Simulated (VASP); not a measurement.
# Y (P6_3/mmc) in VASP: a series of runs, part 2 of 2

VASP 6.6.1. The steps go on from the part before.

## 3. Single point, PBEsol (strain +0.050 along x and y, -0.050 along z)

INCAR

```
SYSTEM = Y
ALGO = Fast
EDIFF = 1E-6
ENCUT = 520
GGA = PS
ISIF = 2
ISMEAR = 0
LASPH = .True.
LCHARG = .True.
LELF = .True.
LREAL = .False.
LVHAR = .True.
LWAVE = .False.
NBANDS = 18
NELM = 100
PREC = Accurate
SIGMA = 0.15
```

KPOINTS

```
k-points
0
Gamma
  18 18 8
  0 0 0
```

POSCAR

```
Y
1.0
    3.8340741989      0.0000000000      0.0000000000
   -1.9170370994      3.3204056563      0.0000000000
    0.0000000000      0.0000000000      5.4600300000
Y
2
Direct
    0.3333333333      0.6666666667      0.2500000000
    0.6666666667      0.3333333333      0.7500000000
```

Potentials or basis: VASP PAW PBE potentials, release 64 (Y_sv).

On the command line:

```sh
cat potpaw_PBE.64/Y_sv/POTCAR > POTCAR
mpirun -np 1 vasp_std > vasp.out
```

OUTCAR:

```text
SYSTEM = Y
   EDIFF = 1E-6
   ENCUT = 520
   GGA = PS
   ISIF = 2
   ISMEAR = 0
   LASPH = .True.
   LREAL = .False.
   NELM = 100
   PREC = Accurate

 ion  position               nearest neighbor table
   1  0.333  0.667  0.250-   2 3.51   2 3.51   2 3.51   2 3.51   2 3.51   2 3.51
   2  0.667  0.333  0.750-   1 3.51   1 3.51   1 3.51   1 3.51   1 3.51   1 3.51

  LATTYP: Found a hexagonal cell.
 ALAT       =     3.8340741989
 C/A-ratio  =     1.4240804212

  Lattice vectors:

 A1 = (   3.8340741989,   0.0000000000,   0.0000000000)
 A2 = (  -1.9170370994,   3.3204056563,   0.0000000000)
 A3 = (   0.0000000000,   0.0000000000,   5.4600300000)

Analysis of symmetry for initial positions (statically):
=====================================================================
 Subroutine PRICEL returns:
 Original cell was already a primitive cell.

 Routine SETGRP: Setting up the symmetry group for a
 hexagonal supercell.

 Subroutine GETGRP returns: Found 24 space group operations
 (whereof 12 operations were pure point group operations)
 out of a pool of 24 trial point group operations.

The static configuration has the point symmetry D_3d.
 The point group associated with its full space group is D_6h.

Analysis of symmetry for dynamics (positions and initial velocities):
=====================================================================
 Subroutine PRICEL returns:
 Original cell was already a primitive cell.

 Routine SETGRP: Setting up the symmetry group for a
 hexagonal supercell.

 Subroutine GETGRP returns: Found 24 space group operations
 (whereof 12 operations were pure point group operations)
 out of a pool of 24 trial point group operations.

The dynamic configuration has the point symmetry D_3d.
 The point group associated with its full space group is D_6h.

 Subroutine INISYM returns: Found 24 space group operations
 (whereof 12 operations are pure point group operations),
 and found     1 'primitive' translations

----------------------------------------------------------------------------------------

                                     Primitive cell

  volume of cell :      69.5099

  direct lattice vectors                    reciprocal lattice vectors
     3.834074199  0.000000000  0.000000000     0.260819157  0.150584010  0.000000000
    -1.917037099  3.320405656  0.000000000     0.000000000  0.301168021  0.000000000
     0.000000000  0.000000000  5.460030000     0.000000000  0.000000000  0.183149177

  length of vectors
     3.834074199  3.834074199  5.460030000     0.301168021  0.301168021  0.183149177

  position of ions in fractional coordinates (direct lattice)
     0.333333333  0.666666667  0.250000000
     0.666666667  0.333333333  0.750000000

  ion indices of the primitive-cell ions
   primitive index   ion index
                 1           1
                 2           2

----------------------------------------------------------------------------------------

 KPOINTS: k-points

Automatic generation of k-mesh.
 Grid dimensions read from file:
 generate k-points for:   18   18    8

 Generating k-lattice:

  Cartesian coordinates                     Fractional coordinates (reciprocal lattice)
     0.014489953  0.008365778  0.000000000     0.055555556  0.000000000  0.000000000
     0.000000000  0.016731557  0.000000000     0.000000000  0.055555556  0.000000000
     0.000000000  0.000000000  0.022893647     0.000000000  0.000000000  0.125000000

  Length of vectors
     0.016731557  0.016731557  0.022893647

  Shift w.r.t. Gamma in fractional coordinates (k-lattice)
     0.000000000  0.000000000  0.000000000

 Subroutine IBZKPT returns following result:
 ===========================================

 Found    185 irreducible k-points:

 Following reciprocal coordinates:
            Coordinates               Weight
  0.000000  0.000000  0.000000      1.000000
  0.055556  0.000000  0.000000      6.000000
  0.111111  0.000000  0.000000      6.000000
  0.166667  0.000000  0.000000      6.000000
  0.222222  0.000000  0.000000      6.000000
  0.277778  0.000000  0.000000      6.000000
[... 16 lines left out ...]
  0.333333  0.111111  0.000000     12.000000
  0.388889  0.111111  0.000000     12.000000
 [... further k-points ...]
   k-points           NKPTS =    185   k-points in BZ     NKDIM =    185   number of bands    NBANDS=     18
   number of dos      NEDOS =    301   number of ions     NIONS =      2
   total plane-waves  NPLWV =  37800
   dimension x,y,z NGX =    30 NGY =   30 NGZ =   42
   dimension x,y,z NGXF=    60 NGYF=   60 NGZF=   84
   ions per type =               2
   NGX,Y,Z   is equivalent  to a cutoff of  13.01, 13.01, 12.79 a.u.
   NGXF,Y,Z  is equivalent  to a cutoff of  26.02, 26.02, 25.58 a.u.
 SYSTEM =  Y
   PREC   = accura    normal or accurate (medium, high low for compatibility)
   ISTART =      0    job   : 0-new  1-cont  2-samecut
   ICHARG =      2    charge: 1-file 2-atom 10-const
   ISPIN  =      1    spin polarized calculation?
   LNONCOLLINEAR =      F non collinear calculations
   LSORBIT =      F    spin-orbit coupling
   LASPH  =      T    aspherical Exc in radial PAW
   ENCUT  =  520.0 eV  38.22 Ry    6.18 a.u.   7.13  7.13 10.15*2*pi/ulx,y,z
   NELM   =    100;   NELMIN=  2; NELMDL= -5     # of ELM steps
   EDIFF  = 0.1E-05   stopping-criterion for ELM
   LREAL  =      F    real-space projection
   EDIFFG = 0.1E-04   stopping-criterion for IOM
   NSW    =      0    number of steps for IOM
   IBRION =     -1    ionic relax: 0-MD 1-quasi-New 2-CG
   NFREE  =      0    steps in history (QN), initial steepest desc. (CG)
   ISIF   =      2    stress and relaxation
   ISYM   =      2    0-nonsym 1-usesym 2-fastsym
   POTIM  = 0.5000    time-step for ionic-motion
   TEBEG  =    0.0;   TEEND  =   0.0 temperature during run
   PSTRESS=    0.0 pullay stress
   NELECT =      22.0000    total number of electrons
   NUPDOWN=      -1.0000    fix difference up-down
   EMIN   =  10.00;   EMAX   =-10.00  energy-range for DOS
   EFERMI =   0.00;   METHOD = LEGACY
   ISMEAR =     0;   SIGMA  =   0.15  broadening in eV -4-tet -1-fermi 0-gaus
   EFERMI_NEDOS =   21; number of points for ismear=-14 and -15
   IALGO  =     68    algorithm
   IMIX   =      4    mixing-type and parameters
     AMIX     =   0.40;   BMIX     =  1.00
     AMIX_MAG =   1.60;   BMIX_MAG =  1.00
  volume/ion in A,a.u.               =      34.75       234.54
  Fermi-wavevector in a.u.,A,eV,Ry     =   1.115664  2.108300 16.935261  1.244707
  Thomas-Fermi vector in A             =   2.252271
   LORBIT       =      0    0 simple, 1 ext, 2 COOP (PROOUT), +10 PAW based schemes
   GGA     = PS    functional components
   LHFCALC =     F    Hartree Fock is set to
   AEXX    =    0.0000 exact exchange contribution
   IVDW    =     0    specifies the selected vdW correction
   LEPSILON=     F    determine dielectric tensor
   LRPA    =     F    only Hartree local field effects (RPA)
 non-spin polarized calculation
 RMM-DIIS sequential band-by-band and
 Gauss-broadening in eV      SIGMA  =   0.15
  energy-cutoff  :      520.00
  volume of cell :       69.51
 maximum number of plane-waves:      1902
 NGX is ok and might be reduce to    30
   NGX = 15   NGY = 15   NGZ = 21

 number of electron      22.0000001 magnetization

 Free energy of the ion-electron system (eV)
  ---------------------------------------------------
  ext. energy  EPLUGINS =         0.00000000
  ---------------------------------------------------
  free energy    TOTEN  =       -13.51226701 eV

  energy without entropy =      -13.47097939  energy(sigma->0) =      -13.49162320

 E-fermi :   2.5791     XC(G=0):  -9.3100

 val. band max:        2.5738644639   @ k =   0.2778   0.0556   0.0000
 cond. band min:       2.5821343161   @ k =   0.2778   0.0000   0.3750
 fundamental gap:      0.0082698522
 Fermi energy:         2.5791302122

 k-point     1 :       0.0000    0.0000    0.0000
  band No.  band energies     occupation
      1     -40.1531      2.00000
      2     -40.0709      2.00000
      3     -20.4354      2.00000
      4     -20.0422      2.00000
      5     -20.0422      2.00000
      6     -19.9210      2.00000
[... 10 lines left out ...]
     17       4.8670      0.00000
     18       5.1731      0.00000
[... 463 lines left out ...]
 k-point    24 :       0.3889    0.1111    0.0000
  band No.  band energies     occupation
      1     -40.1078      2.00000
      2     -40.0806      2.00000
      3     -20.2540      2.00000
      4     -20.2108      2.00000
      5     -20.1480      2.00000
      6     -20.1235      2.00000
[... 10 lines left out ...]
     17       7.0292      0.00000
     18       7.5994      0.00000

 [... further k-points ...]
[... 5 lines left out ...]
  --------------------------------------------------------------------------------------
  -------------------------------------------------------------------------------------
  Total       -2.3058094     -2.3058094     -0.3293419     -0.0000000      0.0000000      0.0000000
  in kB      -53.1480468    -53.1480468     -7.5912079     -0.0000000      0.0000000      0.0000000
  external PRESSURE =     -37.9624338 kB  Pullay stress =       0.0000000 kB

 VOLUME and BASIS-vectors are now :
 -----------------------------------------------------------------------------
  energy-cutoff  :      520.00
  volume of cell :       69.51
      direct lattice vectors                 reciprocal lattice vectors
     3.834074199  0.000000000  0.000000000     0.260819157  0.150584010  0.000000000
    -1.917037099  3.320405656  0.000000000     0.000000000  0.301168021  0.000000000
     0.000000000  0.000000000  5.460030000     0.000000000  0.000000000  0.183149177

 POSITION                                       TOTAL-FORCE (eV/Angst)
 -----------------------------------------------------------------------------------
     -0.00000      2.21360      1.36501         0.000000     -0.000000      0.000000
      1.91704      1.10680      4.09502        -0.000000      0.000000      0.000000
 -----------------------------------------------------------------------------------
    total drift:                               -0.000000      0.000000     -0.000000

  FREE ENERGIE OF THE ION-ELECTRON SYSTEM (eV)
  ---------------------------------------------------
  free  energy   TOTEN  =       -13.5122670060 eV

  energy  without entropy=      -13.4709793865  energy(sigma->0) =      -13.49162320
```

OSZICAR:

```text
N       E                     dE             d eps       ncg     rms          rms(c)
DAV:   1     0.875947178646E+02    0.87595E+02   -0.11241E+04  6668   0.115E+03
DAV:   2    -0.631082462137E+01   -0.93906E+02   -0.92263E+02  8228   0.257E+02
DAV:   3    -0.138155688097E+02   -0.75047E+01   -0.74306E+01 11796   0.432E+01
[... 11 lines left out ...]
RMM:  15    -0.135122600803E+02   -0.65666E-05   -0.69252E-05 11240   0.349E-02    0.200E-02
RMM:  16    -0.135122635779E+02   -0.34976E-05   -0.35974E-05  9468   0.179E-02    0.428E-03
RMM:  17    -0.135122653592E+02   -0.17813E-05   -0.17545E-05  8539   0.118E-02    0.150E-03
RMM:  18    -0.135122664076E+02   -0.10484E-05   -0.10719E-05  6891   0.814E-03    0.273E-03
RMM:  19    -0.135122670060E+02   -0.59841E-06   -0.58315E-06  6120   0.646E-03
   1 F= -.13512267E+02 E0= -.13491623E+02  d E =-.412876E-01
```

Wall time 10 min (1 thread of Oxide Virtual Turin-like, shared host); peak memory 0.32 GiB.

Results:

```
Free energy            : -13.5123 eV
Pressure               : -3.8 GPa
Band gap on the k mesh : zero (bands 11 and 12 overlap by 2.03 eV)
```

Stress tensor (GPa, compression positive):
```
-5.31  0.00  0.00
 0.00 -5.31  0.00
 0.00  0.00 -0.76
```

Caveat: the cell differs from its parent crystal (strain +0.050 along x and y, -0.050 along z); the cell stands under tension; the PAW data sets were made with another functional, which shifts forces and pressure a little.

## 4. Single point, PBEsol (strain +0.000 along x and y, +0.050 along z)

INCAR

```
SYSTEM = Y
ALGO = Fast
EDIFF = 1E-7
ENCUT = 520
GGA = PS
ISIF = 2
ISMEAR = 0
LASPH = .True.
LCHARG = .False.
LREAL = .False.
LWAVE = .False.
NBANDS = 18
NELM = 80
PREC = Accurate
SIGMA = 0.15
```

KPOINTS is that of step 3.

POSCAR

```
Y
1.0
    3.6514992371      0.0000000000      0.0000000000
   -1.8257496185      3.1622911012      0.0000000000
    0.0000000000      0.0000000000      6.0347700000
Y
2
Direct
    0.3333333333      0.6666666667      0.2500000000
    0.6666666667      0.3333333333      0.7500000000
```

On the command line:

```sh
cat potpaw_PBE.64/Y_sv/POTCAR > POTCAR
mpirun -np 1 vasp_std > vasp.out
```

It took 9 min on 1 thread of Oxide Virtual Turin-like, shared host; peak memory 0.32 GiB.

It converged, with:

```
Free energy            : -13.5385 eV
Pressure               : -3.9 GPa
Band gap on the k mesh : zero (bands 11 and 12 overlap by 1.10 eV)
```

Stress tensor (GPa, compression positive):
```
-2.91  0.00  0.00
 0.00 -2.91  0.00
 0.00  0.00 -5.83
```

Levels at points of the mesh, in eV from the Fermi level:
| k point | band 9 | band 10 | band 11 | band 12 | band 13 | band 14 |
| --- | --- | --- | --- | --- | --- | --- |
| (0.00, 0.00, 0.00) | -4.62 | -1.91 | 0.43 | 1.61 | 1.74 | 1.74 |
| (0.50, 0.00, 0.00) | -1.62 | -1.11 | -0.79 | -0.05 | 1.11 | 1.65 |
| (0.00, 0.00, 0.50) | -3.35 | -3.35 | 0.71 | 0.71 | 1.73 | 1.73 |
| (0.50, 0.00, 0.50) | -1.59 | -1.59 | -0.01 | -0.01 | 1.24 | 1.24 |

Caveat: the cell differs from its parent crystal (strain +0.000 along x and y, +0.050 along z); the cell stands under tension; the PAW data sets were made with another functional, which shifts forces and pressure a little.

## 5. Summary

| cell | further INCAR settings | gap on the mesh (eV) | pressure (GPa) |
| --- | --- | --- | --- |
| a = 3.651, b = 3.651, c = 5.891 Å, angles 90.0, 90.0, 120.0°, 2 atoms | ALGO = Fast; EDIFF = 1e-07; NBANDS = 18 | none | -3.2 |
| a = 3.834, b = 3.834, c = 5.460 Å, angles 90.0, 90.0, 120.0°, 2 atoms | ALGO = Fast; EDIFF = 1e-06; NBANDS = 18 | none | -3.8 |
| a = 3.651, b = 3.651, c = 6.035 Å, angles 90.0, 90.0, 120.0°, 2 atoms | ALGO = Fast; EDIFF = 1e-07; NBANDS = 18 | none | -3.9 |

Alike in all rows: task single point; level PBEsol; potentials or basis VASP PAW PBE potentials, release 64 (Y_sv); no spin polarisation; k mesh 18 × 18 × 8; cutoff (eV) 520; smearing gaussian 0.15 eV.

Caveats: the cell stands under tension; the PAW data sets were made with another functional, which shifts forces and pressure a little.

Absolute energies hang on the potentials; compare differences alone.
